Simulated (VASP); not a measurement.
Wanted: the native input for a VASP 6.6.1 run.

- Task: single point
- Functional: PBE
- Potentials or basis: VASP PAW PBE potentials, release 64 (Se, Ti_sv)
- Cutoff: 520 eV
- k mesh: 10 × 10 × 4
- Occupations: fermi-dirac, width 0.05 eV
- Spin: no spin polarisation
- Dipole correction: no
- Further INCAR settings: ALGO = Normal; EDIFF = 1e-06; NBANDS = 29

The structure of Ti3Se lies in POSCAR:

```
Ti3Se
1.0
    3.2601565315      0.0000000000      0.0000000000
   -1.6300782658      2.8233783766      0.0000000000
    0.0000000000      0.0000000000      8.0985246472
Se Ti
1 3
Direct
    0.0000000000      0.0000000000      0.0000000000
    0.6666666667      0.3333333333      0.5000000000
    0.3333333333      0.6666666667      0.7729020000
    0.3333333333      0.6666666667      0.2270980000
```

One way to write it, as run:

INCAR

```
  PREC = Accurate
  ENCUT = 520
  EDIFF = 1E-6
  ISMEAR = -1
  SIGMA = 0.05
  LREAL = False
  LASPH = True
  NELM = 80
  ALGO = Normal
  ISIF = 2
  LWAVE = False
  LCHARG = False
  GGA = PE
  NBANDS = 29
```

KPOINTS

```
Automatic mesh
0
Gamma
  10 10 4
```

Potentials or basis: VASP PAW PBE potentials, release 64 (Se, Ti_sv).

Launch:

```sh
$ cat potpaw_PBE.64/Se/POTCAR potpaw_PBE.64/Ti_sv/POTCAR > POTCAR
$ mpirun -np 1 vasp_std > vasp.out
```

It gave:

* Pressure: -5.7 GPa
* Largest force: 0.111 eV/Å
* Band gap on the k mesh: zero (bands 21 and 22 overlap by 0.54 eV)

Caveat: the cell stands under tension.

It took 86 s on 1 thread of Intel(R) Xeon(R) Platinum 8375C CPU @ 2.90GHz (Ice Lake), with other jobs on the host, peak memory 0.21 GiB.
